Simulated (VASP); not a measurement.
A run of VASP 6.6.1 is set up as follows.

Contents of INCAR:

```
SYSTEM = Si2C
PREC = Accurate ; ENCUT = 600
EDIFF = 1E-6 ; ISMEAR = 0
SIGMA = 0.1 ; LREAL = .FALSE.
LASPH = .TRUE. ; NELM = 100
ALGO = Normal ; ISIF = 3
LWAVE = .FALSE. ; LCHARG = .FALSE.
GGA = PE ; IBRION = 2
NSW = 100 ; EDIFFG = -0.015
```

Contents of KPOINTS:

```
Automatic mesh
0
G
  8 6 6
  0 0 0
```

File POSCAR:

```
Si2C
1.0
    0.0145401792      0.0101808081      2.8799701282
    4.9997671146     -0.1462722281      0.0255287868
   -0.1462722281      5.1500223008      0.0178748609
Si C
4 2
Direct
   -0.0381816477      0.2852201035      0.3275671653
    0.5151144435      0.2265757713      0.8011794930
    0.0109512004      0.6941782601      0.6648837147
    0.5144446249      0.8073865590      0.2266215828
   -0.0353199635     -0.0163184853      0.9947400291
    0.5329913424      0.5029577915      0.4850080151
```

Potentials or basis: VASP PAW PBE potentials, release 64 (Si, C).

Run with:

```console
$ cat potpaw_PBE.64/Si/POTCAR potpaw_PBE.64/C/POTCAR > POTCAR
$ mpirun -np 1 vasp_std > vasp.out
```

What does it give for the space group after relaxing (to 0.1 Å)?

P2_1 (No. 4).

Predict the band gap on the k mesh.

zero (bands 12 and 13 overlap by 2.94 eV).

Step by step:
| step | energy change (eV) | largest force (eV/Å) | pressure (GPa) | volume (Å³) |
| --- | --- | --- | --- | --- |
| 1 | 0.0000 | 3.0824 | 2.00 | 74.09 |
| 3 | -0.6925 | 2.3227 | -4.93 | 76.31 |
| 5 | -1.4644 | 3.5072 | 5.82 | 71.15 |
| 7 | -2.1288 | 2.9671 | 10.36 | 71.45 |
| 9 | -2.7096 | 1.8112 | 0.35 | 77.00 |
| 11 | -3.0071 | 1.2927 | -4.92 | 79.92 |
| 13 | -3.2812 | 1.5057 | 3.05 | 75.82 |
| 15 | -3.5555 | 2.0402 | 4.33 | 75.50 |
| 17 | -3.8694 | 1.5705 | -2.36 | 78.36 |
| 19 | -4.2033 | 1.6249 | 1.51 | 76.50 |
| 21 | -4.3513 | 0.7362 | 0.28 | 77.07 |
| 23 | -4.4443 | 0.9134 | -0.52 | 77.70 |
| 25 | -4.7061 | 1.2521 | 0.50 | 77.84 |
| 27 | -4.7942 | 1.2612 | 1.47 | 77.88 |
| 29 | -4.9967 | 1.1498 | 0.14 | 78.88 |
| 31 | -5.0593 | 0.8861 | 0.00 | 78.99 |
| 33 | -5.1201 | 2.0773 | 1.36 | 78.95 |
| 35 | -5.2770 | 0.7294 | 0.01 | 79.20 |
| 37 | -5.4035 | 0.6869 | -0.42 | 79.43 |
| 39 | -5.5049 | 0.4790 | -0.28 | 78.96 |
| 41 | -5.5558 | 0.2631 | 0.11 | 78.16 |
| 43 | -5.5637 | 0.1811 | 0.08 | 78.12 |
| 45 | -5.5678 | 0.1284 | -0.09 | 78.19 |
| 47 | -5.5711 | 0.1116 | -0.06 | 78.13 |
| 49 | -5.5745 | 0.0779 | -0.01 | 78.01 |
| 51 | -5.5755 | 0.0762 | -0.02 | 77.95 |
| 53 | -5.5758 | 0.0222 | -0.02 | 77.92 |
| 55 | -5.5759 | 0.0132 | 0.02 | 77.90 |
